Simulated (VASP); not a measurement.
# Sc (I4/mmm) in VASP: a series of runs

The runs below take Sc through single point, with r2SCAN.

Program: VASP 6.6.1. These are calculated values, not measurements. Logs are shortened: lines on timing, memory, paths and dates and some standing lists are left out, and cuts for length are marked.

### Step 1. The cell of the first run

It takes space group I4/mmm (No. 139, tetragonal). Conventional cell: a = 3.211 Å, b = 3.211 Å, c = 4.655 Å, α = 90.00°, β = 90.00°, γ = 90.00°. Within 4.2 Å of Sc (site symmetry 4/mmm) lie 12 Sc at 3.21 to 3.25 Å.

### Step 2. Single point, r2SCAN (strain +0.000 along x and y, +0.025 along z)

File POSCAR:

```
Sc
1.0
    0.0000000000      2.2705000000      2.3272625000
    2.2705000000      0.0000000000      2.3272625000
    2.2705000000      2.2705000000      0.0000000000
Sc
1
Direct
    0.0000000000      0.0000000000      0.0000000000
```

File INCAR.step1:

```
ALGO     = Normal         # electronic algorithm
EDIFF    = 1E-4           # SCF threshold, eV
ENCUT    = 520            # plane-wave cutoff, eV
GGA      = PE             # functional
ISMEAR   = 0              # smearing method
LASPH    = T              # aspherical terms in the spheres
LCHARG   = F              # write CHGCAR
LREAL    = F              # projectors in reciprocal space
LWAVE    = T              # write WAVECAR
NBANDS   = 12             # bands
NELM     = 60             # most SCF steps
PREC     = Accurate       # precision mode
SIGMA    = 0.15           # smearing width, eV
```

File INCAR.step2:

```
ALGO     = Normal         # electronic algorithm
EDIFF    = 1E-6           # SCF threshold, eV
ENCUT    = 520            # plane-wave cutoff, eV
ISIF     = 2              # what is computed and relaxed
ISMEAR   = 0              # smearing method
ISTART   = 1            
LASPH    = T              # aspherical terms in the spheres
LCHARG   = T              # write CHGCAR
LELF     = T              # ELF
LMIXTAU  = T            
LREAL    = F              # projectors in reciprocal space
LVHAR    = T            
LWAVE    = F              # write WAVECAR
METAGGA  = R2SCAN         # meta-GGA
NBANDS   = 12             # bands
NELM     = 60             # most SCF steps
PREC     = Accurate       # precision mode
SIGMA    = 0.15           # smearing width, eV
```

File KPOINTS:

```
k-points
0
Gamma
  18 18 18
```

Potentials or basis: VASP PAW PBE potentials, release 64 (Sc_sv).

Started as:

```console
$ cat potpaw_PBE.64/Sc_sv/POTCAR > POTCAR
$ cp INCAR.step1 INCAR
$ mpirun -np 1 vasp_std > vasp.out
$ cp INCAR.step2 INCAR
$ mpirun -np 1 vasp_std > vasp.out
```

OUTCAR:

```text
EDIFF = 1E-6
   ENCUT = 520
   ISIF = 2
   ISMEAR = 0
   ISTART = 1
   LASPH = T
   LREAL = F
   METAGGA = R2SCAN
   NELM = 60
   PREC = Accurate

 ion  position               nearest neighbor table
   1  0.000  0.000  0.000-

  LATTYP: Found a body centered tetragonal cell.
 ALAT       =     3.2109718934
 C/A-ratio  =     1.4495689014

  Lattice vectors:

 A1 = (  -2.2705000000,   0.0000000000,   2.3272625000)
 A2 = (   2.2705000000,   0.0000000000,   2.3272625000)
 A3 = (   0.0000000000,   2.2705000000,  -2.3272625000)

Analysis of symmetry for initial positions (statically):
=====================================================================
 Subroutine PRICEL returns:
 Original cell was already a primitive cell.

 Routine SETGRP: Setting up the symmetry group for a
 body centered tetragonal supercell.

 Subroutine GETGRP returns: Found 16 space group operations
 (whereof 16 operations were pure point group operations)
 out of a pool of 16 trial point group operations.

The static configuration has the point symmetry D_4h.

Analysis of symmetry for dynamics (positions and initial velocities):
=====================================================================
 Subroutine PRICEL returns:
 Original cell was already a primitive cell.

 Routine SETGRP: Setting up the symmetry group for a
 body centered tetragonal supercell.

 Subroutine GETGRP returns: Found 16 space group operations
 (whereof 16 operations were pure point group operations)
 out of a pool of 16 trial point group operations.

The dynamic configuration has the point symmetry D_4h.

 Subroutine INISYM returns: Found 16 space group operations
 (whereof 16 operations are pure point group operations),
 and found     1 'primitive' translations

----------------------------------------------------------------------------------------

                                     Primitive cell

  volume of cell :      23.9949

  direct lattice vectors                    reciprocal lattice vectors
     0.000000000  2.270500000  2.327262500    -0.220215811  0.220215811  0.214844694
     2.270500000  0.000000000  2.327262500     0.220215811 -0.220215811  0.214844694
     2.270500000  2.270500000  0.000000000     0.220215811  0.220215811 -0.214844694

  length of vectors
     3.251356793  3.251356793  3.210971893     0.378349375  0.378349375  0.378349375

  position of ions in fractional coordinates (direct lattice)
     0.000000000  0.000000000  0.000000000

[... 82 lines left out ...]
   ISYM   =      2    0-nonsym 1-usesym 2-fastsym
   POTIM  = 0.5000    time-step for ionic-motion
   TEBEG  =    0.0;   TEEND  =   0.0 temperature during run
   PSTRESS=    0.0 pullay stress
   NELECT =      11.0000    total number of electrons
   NUPDOWN=      -1.0000    fix difference up-down
   EMIN   =  10.00;   EMAX   =-10.00  energy-range for DOS
   EFERMI =   0.00;   METHOD = LEGACY
   ISMEAR =     0;   SIGMA  =   0.15  broadening in eV -4-tet -1-fermi 0-gaus
   EFERMI_NEDOS =   21; number of points for ismear=-14 and -15
   IALGO  =     38    algorithm
   IMIX   =      4    mixing-type and parameters
     AMIX     =   0.40;   BMIX     =  1.00
     AMIX_MAG =   1.60;   BMIX_MAG =  1.00
  volume/ion in A,a.u.               =      23.99       161.93
  Fermi-wavevector in a.u.,A,eV,Ry     =   1.262311  2.385421 21.679908  1.593428
  Thomas-Fermi vector in A             =   2.395725
   LORBIT       =      0    0 simple, 1 ext, 2 COOP (PROOUT), +10 PAW based schemes
   METAGGA = R2SCAN    functional components
   LHFCALC =     F    Hartree Fock is set to
   AEXX    =    0.0000 exact exchange contribution
   IVDW    =     0    specifies the selected vdW correction
   LEPSILON=     F    determine dielectric tensor
   LRPA    =     F    only Hartree local field effects (RPA)
 non-spin polarized calculation
 Gauss-broadening in eV      SIGMA  =   0.15
  energy-cutoff  :      520.00
  volume of cell :       23.99
 maximum number of plane-waves:       658
   NGX = 13   NGY = 13   NGZ = 11

 number of electron      10.9999997 magnetization

 Free energy of the ion-electron system (eV)
  ---------------------------------------------------
  ext. energy  EPLUGINS =         0.00000000
  ---------------------------------------------------
  free energy    TOTEN  =       -11.29762155 eV

  energy without entropy =      -11.27625688  energy(sigma->0) =      -11.28693921

 E-fermi :   3.9439     XC(G=0): -10.7285

 val. band max:        3.9415185575   @ k =  -0.3333   0.0000   0.2778
 cond. band min:       3.9523372924   @ k =   0.4444   0.3333   0.1111
 fundamental gap:      0.0108187349
 Fermi energy:         3.9439205847

 k-point     1 :       0.0000    0.0000    0.0000
  band No.  band energies     occupation
      1     -47.5324      2.00000
      2     -24.9526      2.00000
      3     -24.9526      2.00000
      4     -24.9458      2.00000
      5      -1.6804      2.00000
      6       5.6801      0.00000
      7       5.8359      0.00000
      8       5.8359      0.00000
      9       7.2002      0.00000
     10       7.3843      0.00000
     11      17.0759      0.00000
     12      20.5873      0.00000
[... 331 lines left out ...]
 k-point    24 :      -0.2222    0.0556    0.0000
  band No.  band energies     occupation
      1     -47.4979      2.00000
      2     -25.1733      2.00000
      3     -24.9910      2.00000
      4     -24.9718      2.00000
      5      -0.1407      2.00000
      6       4.8125      0.00000
      7       5.8882      0.00000
      8       6.1474      0.00000
      9       7.1111      0.00000
     10       7.4875      0.00000
     11      15.3019      0.00000
     12      17.6480      0.00000

 [... further k-points ...]

------------------------ aborting loop because EDIFF is reached ----------------------------------------

  FORCE on cell =-STRESS in cart. coord.  units (eV):
  Direction    XX          YY          ZZ          XY          YZ          ZX
  --------------------------------------------------------------------------------------
  -------------------------------------------------------------------------------------
  Total        0.4311828      0.4311828      0.3746865      0.0000000     -0.0000000      0.0000000
  in kB       28.7907921     28.7907921     25.0184404      0.0000000     -0.0000000      0.0000000
  external PRESSURE =      27.5333415 kB  Pullay stress =       0.0000000 kB

 VOLUME and BASIS-vectors are now :
 -----------------------------------------------------------------------------
  energy-cutoff  :      520.00
  volume of cell :       23.99
      direct lattice vectors                 reciprocal lattice vectors
     0.000000000  2.270500000  2.327262500    -0.220215811  0.220215811  0.214844694
     2.270500000  0.000000000  2.327262500     0.220215811 -0.220215811  0.214844694
     2.270500000  2.270500000  0.000000000     0.220215811  0.220215811 -0.214844694

 POSITION                                       TOTAL-FORCE (eV/Angst)
 -----------------------------------------------------------------------------------
      0.00000      0.00000      0.00000         0.000000      0.000000      0.000000
 -----------------------------------------------------------------------------------
    total drift:                                0.000000      0.000000      0.000000

  FREE ENERGIE OF THE ION-ELECTRON SYSTEM (eV)
  ---------------------------------------------------
  free  energy   TOTEN  =       -11.2976215504 eV

  energy  without entropy=      -11.2762568787  energy(sigma->0) =      -11.28693921
```

OSZICAR.step1:

```text
N       E                     dE             d eps       ncg     rms          rms(c)
DAV:   1     0.742438523730E+02    0.74244E+02   -0.51110E+03 11536   0.902E+02
DAV:   2    -0.540929849761E+01   -0.79653E+02   -0.78082E+02 11532   0.285E+02
DAV:   3    -0.685174158745E+01   -0.14424E+01   -0.14129E+01 15356   0.505E+01
DAV:   4    -0.687494572375E+01   -0.23204E-01   -0.23187E-01 14484   0.510E+00
DAV:   5    -0.687530687314E+01   -0.36115E-03   -0.36114E-03 15368   0.595E-01    0.544E+00
DAV:   6    -0.628635780328E+01    0.58895E+00   -0.88833E-01 17380   0.136E+01    0.161E+00
DAV:   7    -0.621231977547E+01    0.74038E-01   -0.17427E-01 18340   0.575E+00    0.571E-01
DAV:   8    -0.620839086053E+01    0.39289E-02   -0.14948E-02 14384   0.176E+00    0.179E-01
DAV:   9    -0.620774102285E+01    0.64984E-03   -0.24720E-03 17320   0.727E-01    0.324E-02
DAV:  10    -0.620772892092E+01    0.12102E-04   -0.72147E-05  7508   0.121E-01
   1 F= -.62077289E+01 E0= -.61969281E+01  d E =-.216016E-01
```

Run time: 4.3 min. Hardware: 1 thread of Intel Xeon 6975P-C (Granite Rapids), shared host; peak memory 0.24 GiB.

What came out:

| Quantity | Value |
| --- | --- |
| Free energy | -11.2976 eV |
| Pressure | 2.8 GPa |
| Band gap on the k mesh | zero (an odd number of electrons rules out a gap without spin polarisation) |

Stress tensor (GPa, compression positive):
```
2.88 0.00 0.00
0.00 2.88 0.00
0.00 0.00 2.50
```

Levels at points of the mesh, in eV from the Fermi level:
```csv
k point,band 2,band 3,band 4,band 5,band 6,band 7,band 8,band 9
"(0.00, 0.00, 0.00)",-28.90,-28.90,-28.89,-5.62,1.74,1.89,1.89,3.26
"(0.50, 0.00, 0.00)",-29.35,-28.96,-28.95,-1.86,0.10,1.62,1.80,4.24
"(0.50, 0.50, 0.00)",-29.31,-29.04,-29.04,-1.66,-0.57,1.70,4.29,4.51
"(0.50, 0.00, 0.50)",-29.32,-29.07,-29.04,-1.64,-0.65,2.11,4.29,4.46
```

Caveat: the cell differs from its parent crystal (strain +0.000 along x and y, +0.025 along z); the PAW data sets were made with another functional, which shifts forces and pressure a little.

### Step 3. Single point, r2SCAN (strain +0.000 along x and y, +0.050 along z)

File POSCAR:

```
Sc
1.0
    0.0000000000      2.2705000000      2.3840250000
    2.2705000000      0.0000000000      2.3840250000
    2.2705000000      2.2705000000      0.0000000000
Sc
1
Direct
    0.0000000000      0.0000000000      0.0000000000
```

File INCAR.step1:

```
SYSTEM = Sc
ALGO     = Normal         ! electronic algorithm
EDIFF    = 1E-4           ! SCF threshold, eV
ENCUT    = 520            ! plane-wave cutoff, eV
GGA      = PE             ! functional
ISMEAR   = 0              ! smearing method
LASPH    = .True.         ! aspherical terms in the spheres
LCHARG   = .False.        ! write CHGCAR
LREAL    = .False.        ! projectors in reciprocal space
LWAVE    = .True.         ! write WAVECAR
NBANDS   = 12             ! bands
NELM     = 60             ! most SCF steps
PREC     = Accurate       ! precision mode
SIGMA    = 0.15           ! smearing width, eV
```

File INCAR.step2:

```
SYSTEM = Sc
ALGO     = Normal         ! electronic algorithm
EDIFF    = 1E-7           ! SCF threshold, eV
ENCUT    = 520            ! plane-wave cutoff, eV
ISIF     = 2              ! what is computed and relaxed
ISMEAR   = 0              ! smearing method
ISTART   = 1            
LASPH    = .True.         ! aspherical terms in the spheres
LCHARG   = .False.        ! write CHGCAR
LMIXTAU  = .True.       
LREAL    = .False.        ! projectors in reciprocal space
LWAVE    = .False.        ! write WAVECAR
METAGGA  = R2SCAN         ! meta-GGA
NBANDS   = 12             ! bands
NELM     = 60             ! most SCF steps
PREC     = Accurate       ! precision mode
SIGMA    = 0.15           ! smearing width, eV
```

File KPOINTS:

```
k-points
0
Gamma
  18 18 18
  0 0 0
```

Potentials or basis: VASP PAW PBE potentials, release 64 (Sc_sv).

Started as:

```console
$ cat potpaw_PBE.64/Sc_sv/POTCAR > POTCAR
$ cp INCAR.step1 INCAR
$ mpirun -np 1 vasp_std > vasp.out
$ cp INCAR.step2 INCAR
$ mpirun -np 1 vasp_std > vasp.out
```

Run time: 5 min. Hardware: 1 thread of Intel Xeon 6975P-C (Granite Rapids), shared host; peak memory 0.25 GiB.

The run converged. Its results:

```yaml
Free_energy: -11.3038 eV
Pressure: 1.3 GPa
Band_gap_on_the_k_mesh: zero (an odd number of electrons rules out a gap without spin polarisation)
```

Stress tensor (GPa, compression positive):
```
1.60 0.00 0.00
0.00 1.60 0.00
0.00 0.00 0.80
```

Levels at points of the mesh, in eV from the Fermi level:
| k point | band 2 | band 3 | band 4 | band 5 | band 6 | band 7 | band 8 | band 9 |
| --- | --- | --- | --- | --- | --- | --- | --- | --- |
| (0.00, 0.00, 0.00) | -28.99 | -28.99 | -28.97 | -5.58 | 1.61 | 1.91 | 1.91 | 3.07 |
| (0.50, 0.00, 0.00) | -29.40 | -29.04 | -29.03 | -1.83 | 0.06 | 1.52 | 1.85 | 4.09 |
| (0.50, 0.50, 0.00) | -29.36 | -29.11 | -29.11 | -1.62 | -0.49 | 1.38 | 4.18 | 4.38 |
| (0.50, 0.00, 0.50) | -29.38 | -29.17 | -29.11 | -1.57 | -0.63 | 2.15 | 4.16 | 4.26 |

Caveat: the cell differs from its parent crystal (strain +0.000 along x and y, +0.050 along z); the PAW data sets were made with another functional, which shifts forces and pressure a little.

### Step 4. Single point, r2SCAN (strain +0.025 along x and y, +0.000 along z)

File POSCAR:

```
Sc
1.0
    0.0000000000      2.3272625000      2.2705000000
    2.3272625000      0.0000000000      2.2705000000
    2.3272625000      2.3272625000      0.0000000000
Sc
1
Direct
    0.0000000000      0.0000000000      0.0000000000
```

File INCAR.step1:

```
ALGO = Normal ; EDIFF = 1E-4
ENCUT = 520 ; GGA = PE
ISMEAR = 0 ; LASPH = True
LCHARG = False ; LREAL = False
LWAVE = True ; NBANDS = 12
NELM = 100 ; PREC = Accurate
SIGMA = 0.15
```

File INCAR.step2:

```
ALGO = Normal ; EDIFF = 1E-7
ENCUT = 520 ; ISIF = 2
ISMEAR = 0 ; ISTART = 1
LASPH = True ; LCHARG = True
LELF = True ; LMIXTAU = True
LREAL = False ; LVHAR = True
LWAVE = False ; METAGGA = R2SCAN
NBANDS = 12 ; NELM = 100
PREC = Accurate ; SIGMA = 0.15
```

File KPOINTS:

```
k-points
0
Gamma
  18 18 18
```

Potentials or basis: VASP PAW PBE potentials, release 64 (Sc_sv).

Started as:

```console
$ cat potpaw_PBE.64/Sc_sv/POTCAR > POTCAR
$ cp INCAR.step1 INCAR
$ mpirun -np 1 vasp_std > vasp.out
$ cp INCAR.step2 INCAR
$ mpirun -np 1 vasp_std > vasp.out
```

OUTCAR:

```text
EDIFF = 1E-7
   ENCUT = 520
   ISIF = 2
   ISMEAR = 0
   ISTART = 1
   LASPH = True
   LREAL = False
   METAGGA = R2SCAN
   NELM = 100
   PREC = Accurate

 ion  position               nearest neighbor table
   1  0.000  0.000  0.000-

  LATTYP: Found a body centered tetragonal cell.
 ALAT       =     3.2912461907
 C/A-ratio  =     1.3797205487

  Lattice vectors:

 A1 = (   0.0000000000,  -2.3272625000,  -2.2705000000)
 A2 = (   0.0000000000,   2.3272625000,  -2.2705000000)
[... 530 lines left out ...]
      3     -25.2273      2.00000
      4     -25.2107      2.00000
      5      -0.2971      2.00000
      6       4.6695      0.00000
      7       5.8091      0.00000
      8       5.8339      0.00000
      9       6.8231      0.00000
     10       7.2907      0.00000
     11      14.9731      0.00000
     12      17.4323      0.00000

 [... further k-points ...]
[... 5 lines left out ...]
  --------------------------------------------------------------------------------------
  -------------------------------------------------------------------------------------
  Total        0.1867042      0.1867042      0.2398715      0.0000000      0.0000000      0.0000000
  in kB       12.1624866     12.1624866     15.6259731      0.0000000      0.0000000      0.0000000
  external PRESSURE =      13.3169821 kB  Pullay stress =       0.0000000 kB

 VOLUME and BASIS-vectors are now :
 -----------------------------------------------------------------------------
  energy-cutoff  :      520.00
  volume of cell :       24.59
      direct lattice vectors                 reciprocal lattice vectors
     0.000000000  2.327262500  2.270500000    -0.214844694  0.214844694  0.220215811
     2.327262500  0.000000000  2.270500000     0.214844694 -0.214844694  0.220215811
     2.327262500  2.327262500  0.000000000     0.214844694  0.214844694 -0.220215811

 POSITION                                       TOTAL-FORCE (eV/Angst)
 -----------------------------------------------------------------------------------
      0.00000      0.00000      0.00000        -0.000000      0.000000      0.000000
 -----------------------------------------------------------------------------------
    total drift:                                0.000000      0.000000     -0.000000

  FREE ENERGIE OF THE ION-ELECTRON SYSTEM (eV)
  ---------------------------------------------------
  free  energy   TOTEN  =       -11.3054639445 eV

  energy  without entropy=      -11.2836332113  energy(sigma->0) =      -11.29454858
```

It took 5.5 min on 1 thread of Intel Xeon 6975P-C (Granite Rapids), shared host; peak memory 0.25 GiB.

What came out:

```yaml
Free_energy: -11.3055 eV
Pressure: 1.3 GPa
Band_gap_on_the_k_mesh: zero (an odd number of electrons rules out a gap without spin polarisation)
```

Caveat: the cell differs from its parent crystal (strain +0.025 along x and y, +0.000 along z); the PAW data sets were made with another functional, which shifts forces and pressure a little.

### Step 5. The runs side by side

```csv
cell,gap on the mesh (eV),pressure (GPa)
"a = 3.251, b = 3.251, c = 3.211 Å, angles 60.4, 60.4, 59.2°, 1 atom",none,2.8
"a = 3.292, b = 3.292, c = 3.211 Å, angles 60.8, 60.8, 58.4°, 1 atom",none,1.3
"a = 3.251, b = 3.251, c = 3.291 Å, angles 59.6, 59.6, 60.8°, 1 atom",none,1.3
```

Alike in all rows: task single point; level r2SCAN; potentials or basis VASP PAW PBE potentials, release 64 (Sc_sv); no spin polarisation; k mesh 18 × 18 × 18; cutoff (eV) 520; smearing gaussian 0.15 eV.

Caveats: the PAW data sets were made with another functional, which shifts forces and pressure a little.

Total energies depend on the potentials used, so only differences within one code and one set of settings carry meaning.
